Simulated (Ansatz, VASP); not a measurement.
# Two plane-wave programs on MgO

File INCAR:

```
PREC = Accurate ; ENCUT = 600
EDIFF = 1E-6 ; ISMEAR = 0
SIGMA = 0.1 ; LREAL = False
LASPH = True ; NELM = 120
ALGO = Normal ; ISIF = 2
LWAVE = False ; LCHARG = True
LELF = True ; LVHAR = True
NBANDS = 16 ; GGA_COMPAT = False
```

KPOINTS

```
Automatic mesh
0
Gamma
  6 6 4
```

Contents of POSCAR:

```
MgO
1.0
    2.9420219319      0.0000000000      0.0000000000
    0.0000000000      2.9420219319      0.0000000000
    0.0000000000      0.0000000000      4.1606473400
Mg O
2 2
Direct
    0.0000000000      0.0000000000      0.0000000000
    0.5000000000      0.5000000000      0.5000000000
    0.5000000000      0.5000000000      0.0000000000
    0.0000000000      1.0000000000      0.5000000000
```

Input for Ansatz:

```yaml
crystal:
  lattice:
    - [2.9420219319, 0.0, 0.0]
    - [0.0, 2.9420219319, 0.0]
    - [0.0, 0.0, 4.16064734]
  atoms:
    - { symbol: Mg, position: [0.0, 0.0, 0.0] }
    - { symbol: O, position: [0.5, 0.5, 0.0] }
    - { symbol: Mg, position: [0.5, 0.5, 0.5] }
    - { symbol: O, position: [0.0, 1.0, 0.5] }
basis:
  ecutwfc: 420
kpoints:
  mp_grid: { grid: [6, 6, 4] }
hamiltonian:
  xc: lda
  pseudopotentials: { kind: paw, azcp: { folder: soft_1 } }
scf:
  occupations: { method: gaussian, width: 0.1 }
output:
  forces: true
  stress: true
  eigenvalues: true
```

Alike in both runs: task single point; functional LDA; k mesh 6 × 6 × 4; occupations gaussian, width 0.1 eV; no spin polarisation.

|  | VASP | Ansatz |
| --- | --- | --- |
| version | VASP 6.6.1 | Ansatz 0.2.0 |
| potentials or method | VASP PAW LDA potentials, release 64 (Mg, O), cutoff 600 eV | scalar-relativistic, plane waves, PAW |
| valence electrons in the cell | 16 | 32 |

```tsv
	VASP	Ansatz	Ansatz less VASP
gap on the k mesh at the Fermi level (eV)	5.03	5.03	+0.003
least direct gap on the mesh (eV)	5.03	5.03	+0.003
pressure (GPa)	-2.2	0.0	+2.17
```

Ansatz warns that its potentials were made for another functional, while VASP's fit it. LDA's correlation is that of Perdew and Zunger in VASP and of Perdew and Wang (1992) in Ansatz. VASP's potentials hold 16 valence electrons a cell and Ansatz's 32, so a difference there can come from the potentials and not from the codes.
